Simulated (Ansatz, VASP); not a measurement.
# One calculation of RhC2, two programs

File INCAR:

```
PREC = Accurate
ENCUT = 520
EDIFF = 1E-7
ISMEAR = 0
SIGMA = 0.05
LREAL = F
LASPH = T
NELM = 60
ALGO = Normal
ISIF = 2
LWAVE = F
LCHARG = T
GGA = PS
LELF = T
LVHAR = T
NBANDS = 18
```

Contents of KPOINTS:

```
regular mesh
0
Gamma
  12 12 12
```

File POSCAR:

```
RhC2
1.0
    0.0000000000      2.4412493123      2.4412493123
    2.4412493123      0.0000000000      2.4412493123
    2.4412493123      2.4412493123      0.0000000000
Rh C
1 2
Direct
    0.0000000000      0.0000000000      0.0000000000
    0.2500000000      0.2500000000      0.2500000000
    0.7500000000      0.7500000000      0.7500000000
```

Input for Ansatz:

```yaml
crystal:
  lattice:
    - [0.0, 2.4412493123, 2.4412493123]
    - [2.4412493123, 0.0, 2.4412493123]
    - [2.4412493123, 2.4412493123, 0.0]
  atoms:
    - { symbol: Rh, position: [0.0, 0.0, 0.0] }
    - { symbol: C, position: [0.25, 0.25, 0.25] }
    - { symbol: C, position: [0.75, 0.75, 0.75] }
basis:
  ecutwfc: 420
  ecutrho_ratio: 4
kpoints:
  mp_grid: { grid: [12, 12, 12] }
hamiltonian:
  xc: pbesol
scf:
  occupations: { method: gaussian, width: 0.05 }
  n_extra_bands: 1
  mixing: { preconditioner: kerker_dos }
output:
  forces: true
  stress: true
```

Alike in both runs: task single point; functional PBEsol; k mesh 12 × 12 × 12; occupations gaussian, width 0.05 eV; no spin polarisation.

|  | VASP | Ansatz |
| --- | --- | --- |
| version | VASP 6.6.1 | Ansatz 0.2.0 |
| potentials or method | VASP PAW PBE potentials, release 64 (Rh_pv, C), cutoff 520 eV | scalar-relativistic, plane waves, PAW |
| valence electrons in the cell | 23 | 25 |

Ansatz gave:

- gap on the k mesh at the Fermi level (eV): none
- pressure (GPa): -0.1

Q: Which values does VASP return?

A: gap on the k mesh at the Fermi level (eV): none; pressure (GPa): -0.2.

VASP's potentials were made for PBE, not for PBEsol. A gap of «none» marks a metal or a gap that the smearing closes. The functional is the same, so the differences come from potentials, cutoffs and numerics. VASP's potentials hold 23 valence electrons a cell and Ansatz's 25, so a difference there can come from the potentials and not from the codes.
